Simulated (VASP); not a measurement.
# Ti5Si (P-6m2) in VASP: relaxation of cell and atoms with PBE

Aim: the relaxation of cell and atoms of Ti5Si with PBE.

Program: VASP 6.6.1. These are calculated values, not measurements. Logs are shortened: lines on timing, memory, paths and dates and some standing lists are left out, and cuts for length are marked.

## Step 1: The cell of the first run

It takes space group P-6m2 (No. 187, hexagonal). The conventional cell has a = 4.554 Å, b = 4.554 Å, c = 5.590 Å, α = 90.00°, β = 90.00°, γ = 120.00°. Ti (site symmetry 3m) has 11 Ti at 2.79 to 2.98 Å and 3 Si at 2.98 Å within 3.7 Å. Within 3.5 Å of Ti (site symmetry -6m2) lie 11 Ti at 2.63 to 2.98 Å. Within 3.5 Å of Ti (site symmetry -6m2) lie 3 Si at 2.63 Å and 8 Ti at 2.79 to 2.98 Å. Within 3.5 Å of Ti (site symmetry -6m2) lie 9 Ti at 2.63 to 2.98 Å and 2 Si at 2.79 Å. Si (site symmetry -6m2) has 11 Ti at 2.63 to 2.98 Å within 3.5 Å.

## Step 2: Relaxation of cell and atoms, PBE

File INCAR:

```
PREC = Accurate
ENCUT = 500
EDIFF = 1E-7
ISMEAR = 0
SIGMA = 0.1
LREAL = F
LASPH = T
NELM = 120
ALGO = Normal
ISIF = 3
LWAVE = F
LCHARG = F
GGA = PE
IBRION = 2
NSW = 80
EDIFFG = -0.015
GGA_COMPAT = F
NELMIN = 4
```

File KPOINTS:

```
regular mesh
0
Gamma
  12 12 8
```

File POSCAR:

```
Ti5Si
1.0
    2.2769974465     -3.9438752661      0.0000000000
   -4.5539948931      0.0000000000      0.0000000000
    0.0000000000      0.0000000000     -5.5899270715
Ti Si
5 1
Direct
    0.0000000000      1.0000000000      0.5000000000
    0.0000000000      1.0000000000      0.0000000000
    0.3333333333      0.6666666667      0.2500000000
    0.3333333333      0.6666666667      0.7500000000
    0.6666666667      0.3333333333      0.2500000000
    0.6666666667      0.3333333333      0.7500000000
```

Potentials or basis: VASP PAW PBE potentials, release 64 (Ti_sv, Si).

Started as:

```console
> cat potpaw_PBE.64/Ti_sv/POTCAR potpaw_PBE.64/Si/POTCAR > POTCAR
> mpirun -np 1 vasp_std > vasp.out
```

OUTCAR:

```text
PREC = Accurate
   ENCUT = 500
   EDIFF = 1E-7
   ISMEAR = 0
   LREAL = F
   LASPH = T
   NELM = 120
   ISIF = 3
   GGA = PE
   IBRION = 2
   NSW = 80
   EDIFFG = -0.015
   NELMIN = 4

 ion  position               nearest neighbor table
   1  0.000  0.000  0.500-   2 2.79   2 2.79   6 2.98   6 2.98   6 2.98
   2  0.000  0.000  0.000-   1 2.79   1 2.79   6 2.98   6 2.98   6 2.98
   3  0.333  0.667  0.250-   5 2.63   5 2.63   5 2.63   4 2.79   4 2.79
   4  0.333  0.667  0.750-   6 2.63   6 2.63   6 2.63   3 2.79   3 2.79
   5  0.667  0.333  0.250-   3 2.63   3 2.63   3 2.63   6 2.79   6 2.79
   6  0.667  0.333  0.750-   4 2.63   4 2.63   4 2.63   5 2.79   5 2.79   1 2.98   2 2.98   1 2.98
                             2 2.98   1 2.98   2 2.98

  LATTYP: Found a hexagonal cell.
 ALAT       =     4.5539948930
 C/A-ratio  =     1.2274776768

  Lattice vectors:

 A1 = (   2.2769974465,  -3.9438752661,   0.0000000000)
 A2 = (  -4.5539948931,   0.0000000000,   0.0000000000)
 A3 = (   0.0000000000,   0.0000000000,  -5.5899270715)

Analysis of symmetry for initial positions (statically):
=====================================================================
 Subroutine PRICEL returns:
 Original cell was already a primitive cell.

 Routine SETGRP: Setting up the symmetry group for a
 hexagonal supercell.

 Subroutine GETGRP returns: Found 12 space group operations
 (whereof  6 operations were pure point group operations)
 out of a pool of 24 trial point group operations.

The static configuration has the point symmetry C_3v.
 The point group associated with its full space group is D_3h.

Analysis of symmetry for dynamics (positions and initial velocities):
=====================================================================
 Subroutine PRICEL returns:
 Original cell was already a primitive cell.

 Routine SETGRP: Setting up the symmetry group for a
 hexagonal supercell.

 Subroutine GETGRP returns: Found 12 space group operations
 (whereof  6 operations were pure point group operations)
 out of a pool of 24 trial point group operations.

The dynamic configuration has the point symmetry C_3v.
 The point group associated with its full space group is D_3h.

 Subroutine INISYM returns: Found 12 space group operations
 (whereof  6 operations are pure point group operations),
 and found     1 'primitive' translations

----------------------------------------------------------------------------------------

                                     Primitive cell

[... 108 lines left out ...]
   PSTRESS=    0.0 pullay stress
   NELECT =      64.0000    total number of electrons
   NUPDOWN=      -1.0000    fix difference up-down
   EMIN   =  10.00;   EMAX   =-10.00  energy-range for DOS
   EFERMI =   0.00;   METHOD = LEGACY
   ISMEAR =     0;   SIGMA  =   0.10  broadening in eV -4-tet -1-fermi 0-gaus
   EFERMI_NEDOS =   21; number of points for ismear=-14 and -15
   IALGO  =     38    algorithm
   IMIX   =      4    mixing-type and parameters
     AMIX     =   0.40;   BMIX     =  1.00
     AMIX_MAG =   1.60;   BMIX_MAG =  1.00
  volume/ion in A,a.u.               =      16.73       112.92
  Fermi-wavevector in a.u.,A,eV,Ry     =   1.408946  2.662521 27.009300  1.985128
  Thomas-Fermi vector in A             =   2.531052
   LORBIT       =      0    0 simple, 1 ext, 2 COOP (PROOUT), +10 PAW based schemes
   GGA     = PE    functional components
   LHFCALC =     F    Hartree Fock is set to
   AEXX    =    0.0000 exact exchange contribution
   IVDW    =     0    specifies the selected vdW correction
   LEPSILON=     F    determine dielectric tensor
   LRPA    =     F    only Hartree local field effects (RPA)
 conjugate gradient relaxation of ions
 non-spin polarized calculation
 Gauss-broadening in eV      SIGMA  =   0.10
  energy-cutoff  :      500.00
  volume of cell :      100.40
 maximum number of plane-waves:      2575
 NGX is ok and might be reduce to    36
   NGX = 17   NGY = 17   NGZ = 21

--------------------------------------- Ionic step        1  -------------------------------------------

 number of electron      63.9999984 magnetization

 Free energy of the ion-electron system (eV)
  ---------------------------------------------------
  ext. energy  EPLUGINS =         0.00000000
  ---------------------------------------------------
  free energy    TOTEN  =       -45.64847757 eV

  energy without entropy =      -45.61769527  energy(sigma->0) =      -45.63308642

------------------------ aborting loop because EDIFF is reached ----------------------------------------

  FORCE on cell =-STRESS in cart. coord.  units (eV):
  Direction    XX          YY          ZZ          XY          YZ          ZX
  --------------------------------------------------------------------------------------
  -------------------------------------------------------------------------------------
  Total       -2.1545420     -2.1545420     -1.8511682     -0.0000000     -0.0000000     -0.0000000
  in kB      -34.3829937    -34.3829937    -29.5416410     -0.0000000     -0.0000000     -0.0000000
  external PRESSURE =     -32.7692095 kB  Pullay stress =       0.0000000 kB
[... 147 lines left out ...]
--------------------------------------- Ionic step        5  -------------------------------------------

 number of electron      64.0000007 magnetization

 Free energy of the ion-electron system (eV)
  ---------------------------------------------------
  ext. energy  EPLUGINS =         0.00000000
  ---------------------------------------------------
  free energy    TOTEN  =       -45.68308015 eV

  energy without entropy =      -45.65310680  energy(sigma->0) =      -45.66809348

 E-fermi :   8.8532     XC(G=0): -11.6287

 val. band max:        8.8510074340   @ k =   0.3333   0.3333   0.3750
 cond. band min:       8.8532668410   @ k =   0.3333   0.3333   0.1250
 fundamental gap:      0.0022594071
 Fermi energy:         8.8531969033

 k-point     1 :       0.0000    0.0000    0.0000
  band No.  band energies     occupation
      1     -47.8501      2.00000
      2     -47.7474      2.00000
      3     -47.7117      2.00000
      4     -47.6032      2.00000
      5     -47.5197      2.00000
      6     -24.2831      2.00000
[... 973 lines left out ...]
     37       9.7083      0.00000
     38      10.5439      0.00000

 [... further k-points ...]

------------------------ aborting loop because EDIFF is reached ----------------------------------------

  FORCE on cell =-STRESS in cart. coord.  units (eV):
  Direction    XX          YY          ZZ          XY          YZ          ZX
  --------------------------------------------------------------------------------------
  -------------------------------------------------------------------------------------
  Total       -0.0089099     -0.0089099      0.0370233     -0.0000000      0.0000000      0.0000000
  in kB       -0.1464726     -0.1464726      0.6086366     -0.0000000      0.0000000      0.0000000
  external PRESSURE =       0.1052304 kB  Pullay stress =       0.0000000 kB
[... 21 lines left out ...]
  FREE ENERGIE OF THE ION-ELECTRON SYSTEM (eV)
  ---------------------------------------------------
  free  energy   TOTEN  =       -45.6830801533 eV

  energy  without entropy=      -45.6531067968  energy(sigma->0) =      -45.66809348

 reached required accuracy - stopping structural energy minimisation
```

OSZICAR:

```text
N       E                     dE             d eps       ncg     rms          rms(c)
DAV:   1     0.830286774497E+03    0.83029E+03   -0.31590E+04  7220   0.199E+03
DAV:   2     0.600820920067E+02   -0.77020E+03   -0.75693E+03  7220   0.605E+02
DAV:   3    -0.381321026674E+02   -0.98214E+02   -0.94503E+02 11960   0.185E+02
[... 75 lines left out ...]
DAV:   7    -0.456830817044E+02   -0.30665E-05   -0.15710E-04  9522   0.132E-01    0.190E-02
DAV:   8    -0.456830800074E+02    0.16971E-05   -0.30111E-05 10470   0.636E-02    0.515E-03
DAV:   9    -0.456830799858E+02    0.21614E-07   -0.28843E-06  9414   0.211E-02    0.215E-03
DAV:  10    -0.456830801041E+02   -0.11836E-06   -0.70670E-07  9078   0.927E-03    0.961E-04
DAV:  11    -0.456830801533E+02   -0.49162E-07   -0.19887E-07  6534   0.384E-03
   5 F= -.45683080E+02 E0= -.45668093E+02  d E =-.314601E-02
```

CONTCAR:

```text
Ti5Si
   1.00000000000000
     2.2528562745142375   -3.9020615296657999    0.0000000000000000
    -4.5057125491263532    0.0000000000006126    0.0000000000000000
     0.0000000000000000    0.0000000000000000   -5.5433199398803907
  Ti              Si
     5     1
Direct
     0.0000000000000000    0.0000000000000000    0.5038930465151297
     0.0000000000000000    1.0000000000000000    0.9961069534848703
     0.3333333332999970    0.6666666667000030    0.2500000000000000
     0.3333333332999970    0.6666666667000030    0.7500000000000000
     0.6666666667000030    0.3333333332999970    0.2500000000000000
     0.6666666667000030    0.3333333332999970    0.7500000000000000

  0.00000000E+00  0.00000000E+00  0.00000000E+00
  0.00000000E+00  0.00000000E+00  0.00000000E+00
  0.00000000E+00  0.00000000E+00  0.00000000E+00
  0.00000000E+00  0.00000000E+00  0.00000000E+00
  0.00000000E+00  0.00000000E+00  0.00000000E+00
  0.00000000E+00  0.00000000E+00  0.00000000E+00
```

Run time: 57 min. Hardware: 1 thread of Oxide Virtual Turin-like, shared host; peak memory 0.38 GiB.

What came out:

- Free energy: -45.6831 eV
- Relaxed volume: 16.24 Å³/atom
- Relaxed cell: a = 4.506 Å, b = 4.506 Å, c = 5.543 Å, α = 90.00°, β = 90.00°, γ = 120.00°
- Space group after relaxing (to 0.1 Å): P-6m2 (No. 187)
- Energy gained by relaxing: 5.8 meV/atom
- Ionic steps: 5
- Pressure after relaxing: 0.0 GPa
- Band gap on the k mesh: zero (bands 32 and 33 overlap by 0.07 eV)

The path:
| step | energy change (eV) | largest force (eV/Å) | pressure (GPa) | volume (Å³) |
| --- | --- | --- | --- | --- |
| 1 | 0.0000 | 0.1639 | -3.28 | 100.40 |
| 2 | -0.0158 | 0.1963 | 2.66 | 95.51 |
| 3 | -0.0315 | 0.1851 | 0.09 | 97.49 |
| 4 | -0.0338 | 0.0931 | 0.05 | 97.47 |
| 5 | -0.0346 | 0.0001 | 0.01 | 97.46 |

Final structure:
```
CELL_PARAMETERS angstrom
2.25286 -3.90206 0.00000
-4.50571 0.00000 0.00000
0.00000 0.00000 -5.54332
ATOMIC_POSITIONS crystal
Ti 0.00000 0.00000 0.50389
Ti 0.00000 0.00000 0.99611
Ti 0.33333 0.66667 0.25000
Ti 0.33333 0.66667 0.75000
Ti 0.66667 0.33333 0.25000
Si 0.66667 0.33333 0.75000
```

Levels at points of the mesh, in eV from the Fermi level:
```
           k point  band 30  band 31  band 32  band 33  band 34  band 35
(0.00, 0.00, 0.00)    -1.33    -0.23    -0.23     0.02     1.26     1.26
(0.50, 0.00, 0.00)    -0.77    -0.34    -0.06     0.16     0.45     0.57
(0.00, 0.00, 0.50)    -0.96    -0.96    -0.76     1.08     1.15     1.26
(0.50, 0.00, 0.50)    -0.36    -0.35    -0.14    -0.06     0.10     0.35
```
